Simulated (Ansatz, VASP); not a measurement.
Two plane-wave programs on SnO2

```
Sn O
1.0
     4.65045    0.00000    0.00000
     0.00000    4.65338    0.00000
     0.00000    0.00000    3.19002
Sn O
2 4
Direct
  0.50000 0.50000 0.50000
  0.00000 0.00000 0.00000
  0.30557 0.30657 0.00000
  0.80557 0.19343 0.50000
  0.19443 0.80657 0.50000
  0.69443 0.69343 0.00000
```

Change from the starting cell: strain -0.015 along x and y, +0.000 along z, atoms carried along.

Alike in both runs: task single point; functional LDA; k mesh 6 × 6 × 8; occupations gaussian, width 0.05 eV; no spin polarisation.

|  | VASP | Ansatz |
| --- | --- | --- |
| version | VASP 6.6.1 | Ansatz 0.2.0 |
| potentials or method | VASP PAW LDA potentials, release 64 (Sn_d, O), cutoff 520 eV | scalar-relativistic, plane waves, PAW |
| valence electrons in the cell | 52 | 52 |

Ansatz gave:

| Item | Value |
| --- | --- |
| gap on the k mesh at the Fermi level (eV) | 1.48 |
| least direct gap on the mesh (eV) | 1.48 |
| pressure (GPa) | 6.4 |
| traceless stress, the component that is largest in VASP (GPa) | -1.18 |
| rms of the force components (eV/Å) | 0.011 |

Q: Estimate VASP's values.

A: gap on the k mesh at the Fermi level (eV): 1.52; least direct gap on the mesh (eV): 1.52; pressure (GPa): 7.6; traceless stress, the component that is largest in VASP (GPa): -0.89; rms of the force components (eV/Å): 0.019.

LDA's correlation is that of Perdew and Zunger in VASP and of Perdew and Wang (1992) in Ansatz. Atom by atom the forces differ by 0.008 eV/Å (rms over components).
